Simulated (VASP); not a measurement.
Write the native input for VASP 6.6.1 that does the following.

| Quantity | Value |
| --- | --- |
| Task | single point |
| Functional | PBE |
| Potentials or basis | VASP PAW PBE potentials, release 64 (Na_pv) |
| Cutoff | 520 eV |
| k mesh | 19 × 19 × 19 |
| Occupations | fermi-dirac, width 0.0612256 eV |
| Spin | no spin polarisation |
| Dipole correction | no |
| Further INCAR settings | ALGO = Normal; EDIFF = 1e-07; NBANDS = 10 |

The structure of Na lies in POSCAR:

```
Na
1.0
   -2.0850055420      2.0850055420      2.0850055420
    2.0850055420     -2.0850055420      2.0850055420
    2.0850055420      2.0850055420     -2.0850055420
Na
1
Direct
    0.0000000000      0.0000000000      0.0000000000
```

One way to write it, as run:

INCAR

```
SYSTEM = Na
ALGO = Normal ; EDIFF = 1E-7
ENCUT = 520 ; GGA = PE
ISIF = 2 ; ISMEAR = -1
LASPH = .True. ; LCHARG = .False.
LREAL = .False. ; LWAVE = .False.
NBANDS = 10 ; NELM = 60
PREC = Accurate ; SIGMA = 0.06122561905347299
```

KPOINTS

```
k-points
0
Gamma
  19 19 19
  0 0 0
```

Potentials or basis: VASP PAW PBE potentials, release 64 (Na_pv).

The run is started by

```bash
$ cat potpaw_PBE.64/Na_pv/POTCAR > POTCAR
$ mpirun -np 1 vasp_std > vasp.out
```

Results of the run:

| Quantity | Value |
| --- | --- |
| Pressure | 0.2 GPa |

Wall time 22 s on 1 thread of Intel(R) Xeon(R) 6975P-C (Granite Rapids), with other jobs on the host, peak memory 0.19 GiB.
